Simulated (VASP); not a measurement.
Here is a VASP 6.6.1 calculation.

Contents of POSCAR:

```
CdF2
1.0
    0.0000000000     -2.6940000000     -2.6940000000
    2.6940000000      0.0000000000     -2.6940000000
    2.6940000000     -2.6940000000      0.0000000000
Cd F
1 2
Direct
    0.0000000000      0.0000000000      0.0000000000
    0.2500000000      0.2500000000      0.2500000000
    0.7500000000      0.7500000000      0.7500000000
```

File INCAR.step1:

```
  PREC = Accurate
  ENCUT = 600
  ISMEAR = 0
  SIGMA = 0.02
  LREAL = False
  LASPH = True
  NELM = 100
  GGA = PE
  ALGO = Normal
  EDIFF = 1E-4
  LWAVE = True
  LCHARG = False
```

The input INCAR.step2:

```
  PREC = Accurate
  ENCUT = 600
  EDIFF = 1E-6
  ISMEAR = 0
  SIGMA = 0.02
  LREAL = False
  LASPH = True
  NELM = 100
  ALGO = Normal
  ISIF = 3
  LWAVE = False
  LCHARG = False
  METAGGA = R2SCAN
  LMIXTAU = True
  IBRION = 2
  NSW = 100
  EDIFFG = -0.005
  ISTART = 1
```

The input KPOINTS:

```
regular mesh
0
Gamma
  8 8 8
```

Potentials or basis: VASP PAW PBE potentials, release 64 (Cd, F).

Launch:

```bash
$ cat potpaw_PBE.64/Cd/POTCAR potpaw_PBE.64/F/POTCAR > POTCAR
$ cp INCAR.step1 INCAR
$ mpirun -np 1 vasp_std > vasp.out
$ cp INCAR.step2 INCAR
$ mpirun -np 1 vasp_std > vasp.out
```

What does it give for the relaxed cell?

a = 3.819 Å, b = 3.819 Å, c = 3.819 Å, α = 60.00°, β = 60.00°, γ = 60.00°.

Estimate the relaxed volume.

13.13 Å³/atom.

Predict the band gap on the k mesh.

3.73 eV, indirect (least direct gap 4.24 eV).

Final structure:
```xyz
3
Lattice="0.0000 -2.7002 -2.7002 2.7002 0.0000 -2.7002 2.7002 -2.7002 0.0000" Properties=species:S:1:pos:R:3 pbc="T T T"
Cd    0.0000    0.0000    0.0000
F     1.3501   -1.3501   -1.3501
F     4.0503   -4.0503   -4.0503
```

Caveat: the PAW data sets were made with another functional, which shifts forces and pressure a little. r2SCAN opens gaps a little over a GGA but as a rule still falls short of measured ones.
